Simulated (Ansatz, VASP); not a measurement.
**BN: VASP beside Ansatz**

INCAR

```
PREC = Accurate
ENCUT = 520
EDIFF = 1E-7
ISMEAR = 0
SIGMA = 0.05
LREAL = F
LASPH = T
NELM = 80
ALGO = Normal
ISIF = 2
LWAVE = F
LCHARG = F
GGA = PS
NBANDS = 26
```

Contents of KPOINTS:

```
regular mesh
0
Gamma
  6 6 10
```

POSCAR

```
BN
1.0
    4.3982250342      0.0000000000      0.0000000000
    0.0000000000      4.3982250342      0.0000000000
    0.0000000000      0.0000000000      2.5380337638
B N
4 4
Direct
    0.1741337327      0.8258662673      0.5000000000
    0.3258662673      0.3258662673      0.0000000000
    0.6741337327      0.6741337327      0.0000000000
    0.8258662673      0.1741337327      0.5000000000
    0.8123909516      0.8123909516      0.5000000000
    0.3123909516      0.6876090484      0.0000000000
    0.6876090484      0.3123909516      0.0000000000
    0.1876090484      0.1876090484      0.5000000000
```

Input for Ansatz:

```yaml
crystal:
  lattice:
    - [4.3982250342, 0.0, 0.0]
    - [0.0, 4.3982250342, 0.0]
    - [0.0, 0.0, 2.5380337638]
  atoms:
    - { symbol: B, position: [0.1741337327, 0.8258662673, 0.5] }
    - { symbol: B, position: [0.3258662673, 0.3258662673, 0.0] }
    - { symbol: B, position: [0.6741337327, 0.6741337327, 0.0] }
    - { symbol: B, position: [0.8258662673, 0.1741337327, 0.5] }
    - { symbol: "N", position: [0.8123909516, 0.8123909516, 0.5] }
    - { symbol: "N", position: [0.3123909516, 0.6876090484, 0.0] }
    - { symbol: "N", position: [0.6876090484, 0.3123909516, 0.0] }
    - { symbol: "N", position: [0.1876090484, 0.1876090484, 0.5] }
basis:
  ecutwfc: 520.0
kpoints:
  mp_grid: { grid: [6, 6, 10] }
hamiltonian:
  xc: pbesol
  pseudopotentials: { kind: paw, azcp: { folder: soft_1 } }
scf:
  occupations: { method: gaussian, width: 0.05 }
output:
  forces: true
  stress: true
  eigenvalues: true
```

Alike in both runs: task single point; functional PBEsol; k mesh 6 × 6 × 10; occupations gaussian, width 0.05 eV; no spin polarisation.

|  | VASP | Ansatz |
| --- | --- | --- |
| version | VASP 6.6.1 | Ansatz 0.2.0 |
| potentials or method | VASP PAW PBE potentials, release 64 (B, N), cutoff 520 eV | scalar-relativistic, plane waves, PAW |
| valence electrons in the cell | 32 | 32 |

|  | VASP | Ansatz | Ansatz less VASP |
| --- | --- | --- | --- |
| gap on the k mesh at the Fermi level (eV) | 4.59 | 4.60 | +0.013 |
| least direct gap on the mesh (eV) | 5.71 | 5.73 | +0.013 |
| pressure (GPa) | 0.7 | 0.0 | -0.71 |
| traceless stress, the component that is largest in VASP (GPa) | 0.11 | 0.00 | -0.111 |

VASP's potentials were made for PBE, not for PBEsol, and Ansatz warns of the same on its side. The functional is the same, so the differences come from potentials, cutoffs and numerics.
